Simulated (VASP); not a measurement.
# CoPdO2 (R-3m) in VASP: single point with PBE+U

Aim: the single point of CoPdO2 with PBE+U.

All numbers are computed with VASP 6.6.1; they aren't measurements. Logs are shortened: lines on timing, memory, paths and dates and some standing lists are left out, and cuts for length are marked.

## Step 1: The cell of the first run

It takes space group R-3m (No. 166, trigonal). The conventional cell has a = 2.863 Å, b = 2.863 Å, c = 17.873 Å, α = 90.00°, β = 90.00°, γ = 120.00°. Within 2.5 Å of Co (site symmetry -3m) lie 6 O at 1.92 Å. Within 2.7 Å of Pd (site symmetry -3m) lie 2 O at 2.01 Å. Within 2.6 Å of O (site symmetry 3m) lie 3 Co at 1.92 Å and 1 Pd at 2.01 Å and 3 O at 2.55 Å.

## Step 2: Single point, PBE+U, collinear spin, ferromagnetic start

The input, INCAR:

```
PREC = Accurate
ENCUT = 520
EDIFF = 1E-6
ISMEAR = 0
SIGMA = 0.05
LREAL = F
LASPH = T
NELM = 150
ALGO = Normal
ISIF = 2
LWAVE = F
LCHARG = T
ISPIN = 2
MAGMOM = 3 2 0 0
LORBIT = 11
LMAXMIX = 4
LDAU = T
LDAUTYPE = 2
LDAUL = 2 -1 -1
LDAUU = 3.3 0 0
LDAUJ = 0 0 0
LDAUPRINT = 1
GGA = PE
LELF = T
LVHAR = T
NBANDS = 28
```

The input, KPOINTS:

```
Automatic mesh
0
Gamma
  6 6 6
```

The input, POSCAR:

```
CoPdO2
1.0
    1.4316899074      0.8265865534      5.9577715763
   -1.4316899074      0.8265865534      5.9577715763
    0.0000000000     -1.6531731068      5.9577715763
Co Pd O
1 1 2
Direct
    0.5000000000      0.5000000000      0.5000000000
    0.0000000000      0.0000000000      0.0000000000
    0.8875240000      0.8875240000      0.8875240000
    0.1124760000      0.1124760000      0.1124760000
```

Potentials or basis: VASP PAW PBE potentials, release 64 (Co, Pd, O).

On the command line:

```
cat potpaw_PBE.64/Co/POTCAR potpaw_PBE.64/Pd/POTCAR potpaw_PBE.64/O/POTCAR > POTCAR
mpirun -np 1 vasp_std > vasp.out
```

OUTCAR:

```text
PREC = Accurate
   ENCUT = 520
   EDIFF = 1E-6
   ISMEAR = 0
   LREAL = F
   LASPH = T
   NELM = 150
   ISIF = 2
   ISPIN = 2
   LORBIT = 11
   GGA = PE

 ion  position               nearest neighbor table
   1  0.500  0.500  0.500-   4 1.92   3 1.92   4 1.92   4 1.92   3 1.92   3 1.92
   2  0.000  0.000  0.000-   3 2.01   4 2.01
   3  0.888  0.888  0.888-   1 1.92   1 1.92   1 1.92   2 2.01
   4  0.112  0.112  0.112-   1 1.92   1 1.92   1 1.92   2 2.01

  LATTYP: Found a trigonal (rhomboedric) cell.
 ALAT       =     6.1828814865
 COS(alpha) =     0.8927626487

  Lattice vectors:

 A1 = (   1.4316899074,   0.8265865534,   5.9577715763)
 A2 = (  -1.4316899074,   0.8265865534,   5.9577715763)
 A3 = (   0.0000000000,  -1.6531731068,   5.9577715763)

Analysis of symmetry for initial positions (statically):
=====================================================================
 Subroutine PRICEL returns:
 Original cell was already a primitive cell.

 Routine SETGRP: Setting up the symmetry group for a
 trigonal (rhombohedral) supercell.

 Subroutine GETGRP returns: Found 12 space group operations
 (whereof 12 operations were pure point group operations)
 out of a pool of 12 trial point group operations.

The static configuration has the point symmetry D_3d.

Analysis of symmetry for dynamics (positions and initial velocities):
=====================================================================
 Subroutine PRICEL returns:
 Original cell was already a primitive cell.

 Routine SETGRP: Setting up the symmetry group for a
 trigonal (rhombohedral) supercell.

 Subroutine GETGRP returns: Found 12 space group operations
 (whereof 12 operations were pure point group operations)
 out of a pool of 12 trial point group operations.

The dynamic configuration has the point symmetry D_3d.

Analysis of structural, dynamic, and magnetic symmetry:
=====================================================================
 Subroutine PRICEL returns:
 Original cell was already a primitive cell.

 Routine SETGRP: Setting up the symmetry group for a
 trigonal (rhombohedral) supercell.

 Subroutine GETGRP returns: Found 12 space group operations
 (whereof 12 operations were pure point group operations)
 out of a pool of 12 trial point group operations.

The overall configuration has the point symmetry D_3d.

 Subroutine INISYM returns: Found 12 space group operations
 (whereof 12 operations are pure point group operations),
 and found     1 'primitive' translations

----------------------------------------------------------------------------------------

                                     Primitive cell

  volume of cell :      42.3031

  direct lattice vectors                    reciprocal lattice vectors
     1.431689907  0.826586553  5.957771576     0.349237637  0.201632444  0.055949331
    -1.431689907  0.826586553  5.957771576    -0.349237637  0.201632444  0.055949331
     0.000000000 -1.653173107  5.957771576     0.000000000 -0.403264887  0.055949331

  length of vectors
     6.182881487  6.182881487  6.182881487     0.407127618  0.407127618  0.407127618

  position of ions in fractional coordinates (direct lattice)
     0.500000000  0.500000000  0.500000000
     0.000000000  0.000000000  0.000000000
     0.887524000  0.887524000  0.887524000
     0.112476000  0.112476000  0.112476000

  ion indices of the primitive-cell ions
   primitive index   ion index
                 1           1
                 2           2
                 3           3
                 4           4

----------------------------------------------------------------------------------------

 KPOINTS: Automatic mesh
[... 78 lines left out ...]
   PSTRESS=    0.0 pullay stress
   NELECT =      31.0000    total number of electrons
   NUPDOWN=      -1.0000    fix difference up-down
   EMIN   =  10.00;   EMAX   =-10.00  energy-range for DOS
   EFERMI =   0.00;   METHOD = LEGACY
   ISMEAR =     0;   SIGMA  =   0.05  broadening in eV -4-tet -1-fermi 0-gaus
   EFERMI_NEDOS =   21; number of points for ismear=-14 and -15
   IALGO  =     38    algorithm
   IMIX   =      4    mixing-type and parameters
     AMIX     =   0.40;   BMIX     =  1.00
     AMIX_MAG =   1.60;   BMIX_MAG =  1.00
  volume/ion in A,a.u.               =      10.58        71.37
  Fermi-wavevector in a.u.,A,eV,Ry     =   1.475949  2.789139 29.639266  2.178425
  Thomas-Fermi vector in A             =   2.590535
   LORBIT       =     11    0 simple, 1 ext, 2 COOP (PROOUT), +10 PAW based schemes
 LDA+U is selected, type is set to LDAUTYPE =  2
   angular momentum for each species LDAUL =     2   -1   -1
   U (eV)           for each species LDAUU =   3.3  0.0  0.0
   J (eV)           for each species LDAUJ =   0.0  0.0  0.0
   GGA     = PE    functional components
   LHFCALC =     F    Hartree Fock is set to
   AEXX    =    0.0000 exact exchange contribution
   IVDW    =     0    specifies the selected vdW correction
   LEPSILON=     F    determine dielectric tensor
   LRPA    =     F    only Hartree local field effects (RPA)
 spin polarized calculation
 Gauss-broadening in eV      SIGMA  =   0.05
  energy-cutoff  :      520.00
  volume of cell :       42.30
 maximum number of plane-waves:      1168
 NGX is ok and might be reduce to    48
   NGX = 23   NGY = 23   NGZ = 23

atom =   1  type =  1  l = 2

 onsite density matrix

spin component  1

  0.9353  0.0000  0.0000  0.0474  0.0000
  0.0000  0.9168 -0.0000 -0.0000  0.0474
  0.0000 -0.0000  0.9725 -0.0000 -0.0000
  0.0474 -0.0000 -0.0000  0.9168 -0.0000
  0.0000  0.0474 -0.0000 -0.0000  0.9353

spin component  2

  0.5488  0.0000  0.0000  0.0365  0.0000
  0.0000  0.2764 -0.0000  0.0000  0.0365
  0.0000 -0.0000  0.9629 -0.0000 -0.0000
  0.0365  0.0000 -0.0000  0.2764  0.0000
  0.0000  0.0365 -0.0000  0.0000  0.5488

 occupancies and eigenvectors

  o =  0.2716  v =  0.0000  0.0000  0.0000  0.0000  0.0000 -0.0000 -0.9915  0.0000  0.0000  0.1305      0.0000  0.0000  0.0000  0.0000  0.0000  0.0000  0.0000  0.0000  0.0000  0.0000
  o =  0.2716  v =  0.0000  0.0000  0.0000  0.0000  0.0000  0.1305 -0.0000  0.0000 -0.9915  0.0000      0.0000  0.0000  0.0000  0.0000  0.0000  0.0000  0.0000  0.0000  0.0000  0.0000
  o =  0.5536  v =  0.0000  0.0000  0.0000  0.0000  0.0000  0.0000 -0.1305 -0.0000  0.0000 -0.9915      0.0000  0.0000  0.0000  0.0000  0.0000  0.0000  0.0000  0.0000  0.0000  0.0000
  o =  0.5536  v =  0.0000  0.0000  0.0000  0.0000  0.0000 -0.9915 -0.0000 -0.0000 -0.1305 -0.0000      0.0000  0.0000  0.0000  0.0000  0.0000  0.0000  0.0000  0.0000  0.0000  0.0000
  o =  0.8778  v =  0.0000 -0.7717  0.0000 -0.0000  0.6360  0.0000  0.0000  0.0000  0.0000  0.0000      0.0000  0.0000  0.0000  0.0000  0.0000  0.0000  0.0000  0.0000  0.0000  0.0000
  o =  0.8778  v = -0.6360  0.0000  0.0000  0.7717  0.0000  0.0000  0.0000  0.0000  0.0000  0.0000      0.0000  0.0000  0.0000  0.0000  0.0000  0.0000  0.0000  0.0000  0.0000  0.0000
  o =  0.9629  v =  0.0000  0.0000  0.0000  0.0000  0.0000  0.0000 -0.0000  1.0000  0.0000 -0.0000      0.0000  0.0000  0.0000  0.0000  0.0000  0.0000  0.0000  0.0000  0.0000  0.0000
  o =  0.9725  v =  0.0000  0.0000  1.0000 -0.0000  0.0000  0.0000  0.0000  0.0000  0.0000  0.0000      0.0000  0.0000  0.0000  0.0000  0.0000  0.0000  0.0000  0.0000  0.0000  0.0000
  o =  0.9743  v =  0.0000  0.6360 -0.0000 -0.0000  0.7717  0.0000  0.0000  0.0000  0.0000  0.0000      0.0000  0.0000  0.0000  0.0000  0.0000  0.0000  0.0000  0.0000  0.0000  0.0000
  o =  0.9743  v = -0.7717 -0.0000 -0.0000 -0.6360 -0.0000  0.0000  0.0000  0.0000  0.0000  0.0000      0.0000  0.0000  0.0000  0.0000  0.0000  0.0000  0.0000  0.0000  0.0000  0.0000

 number of electron      30.9999999 magnetization       2.0503925

 Free energy of the ion-electron system (eV)
  ---------------------------------------------------
  ext. energy  EPLUGINS =         0.00000000
  ---------------------------------------------------
  free energy    TOTEN  =       -22.46975851 eV

  energy without entropy =      -22.46359153  energy(sigma->0) =      -22.46667502

 E-fermi :   7.2842     XC(G=0): -12.3085

 val. band max:        7.2828941042   @ k =   0.3333   0.1667   0.1667
 cond. band min:       7.2861200658   @ k =   0.5000   0.5000   0.1667
 fundamental gap:      0.0032259616
 Fermi energy:         7.2842287051

 spin component 1

 k-point     1 :       0.0000    0.0000    0.0000
  band No.  band energies     occupation
      1     -13.2699      1.00000
      2     -11.4005      1.00000
      3      -1.1605      1.00000
      4       0.3329      1.00000
      5       0.3329      1.00000
      6       2.6566      1.00000
[... 1433 lines left out ...]
     26      22.7576      0.00000
     27      24.9511      0.00000

 [... further k-points ...]

 [bands above 27 left out]

------------------------ aborting loop because EDIFF is reached ----------------------------------------

  FORCE on cell =-STRESS in cart. coord.  units (eV):
  Direction    XX          YY          ZZ          XY          YZ          ZX
  --------------------------------------------------------------------------------------
  -------------------------------------------------------------------------------------
  Total        3.4573450      3.4573450      2.0613139      0.0000000     -0.0000000      0.0000000
  in kB      130.9425827    130.9425827     78.0696655      0.0000000     -0.0000000      0.0000000
  external PRESSURE =     113.3182769 kB  Pullay stress =       0.0000000 kB

 VOLUME and BASIS-vectors are now :
 -----------------------------------------------------------------------------
  energy-cutoff  :      520.00
  volume of cell :       42.30
      direct lattice vectors                 reciprocal lattice vectors
     1.431689907  0.826586553  5.957771576     0.349237637  0.201632444  0.055949331
    -1.431689907  0.826586553  5.957771576    -0.349237637  0.201632444  0.055949331
     0.000000000 -1.653173107  5.957771576     0.000000000 -0.403264887  0.055949331

 POSITION                                       TOTAL-FORCE (eV/Angst)
 -----------------------------------------------------------------------------------
      0.00000      0.00000      8.93666         0.000000      0.000000     -0.000000
      0.00000      0.00000      0.00000         0.000000     -0.000000     -0.000000
      0.00000      0.00000     15.86300         0.000000     -0.000000      1.365804
      0.00000      0.00000      2.01032         0.000000      0.000000     -1.365804
 -----------------------------------------------------------------------------------
    total drift:                                0.000000      0.000000     -0.000000

  FREE ENERGIE OF THE ION-ELECTRON SYSTEM (eV)
  ---------------------------------------------------
  free  energy   TOTEN  =       -22.4697585144 eV

  energy  without entropy=      -22.4635915328  energy(sigma->0) =      -22.46667502

 total charge

# of ion       s       p       d       tot
------------------------------------------
    1        0.423   0.645   7.255   8.322
    2        0.472   0.457   8.421   9.350
    3        1.574   3.436   0.000   5.010
    4        1.574   3.436   0.000   5.010
--------------------------------------------------
tot          4.044   7.973  15.676  27.693

 magnetization (x)

# of ion       s       p       d       tot
------------------------------------------
    1        0.014   0.022   2.063   2.099
    2        0.001   0.009  -0.113  -0.103
    3        0.014   0.010   0.000   0.024
    4        0.014   0.010   0.000   0.024
--------------------------------------------------
tot          0.044   0.050   1.950   2.044
```

It took 5.6 min on 1 thread of Intel Xeon 6975P-C (Granite Rapids), shared host; peak memory 0.44 GiB.

What came out:

| Property | Result |
| --- | --- |
| Free energy | -22.4698 eV |
| Pressure | 11.3 GPa |
| Largest force | 1.366 eV/Å |
| Net moment | 2.05 μB per cell |
| Site moments | Co +2.10; Pd -0.10; O +0.02 μB |
| Valence electrons inside the program's atomic spheres | Co 8.32; Pd 9.35; O 5.01 |

Forces on the atoms (eV/Å):
```
Co   0.000  0.000  0.000
Pd   0.000  0.000  0.000
O    0.000  0.000  1.366
O    0.000  0.000 -1.366
```

Stress tensor (GPa, compression positive):
```
13.09  0.00  0.00
 0.00 13.09  0.00
 0.00  0.00  7.81
```

Eigenvalues of the final occupation matrices:
| site | spin | trace | eigenvalues |
| --- | --- | --- | --- |
| site 1 d | 1 | 4.68 | 0.88 0.88 0.97 0.97 0.97 |
| site 1 d | 2 | 2.61 | 0.27 0.27 0.55 0.55 0.96 |

Caveat: the k points lie up to 0.43 Å⁻¹ apart; a cell with one magnetic atom can't hold antiferromagnetic order, which such compounds often take; forces of over 1 eV/Å act on the atoms, so gaps and moduli don't describe the material at rest. The state reached can hang on the start; a lower one may exist.
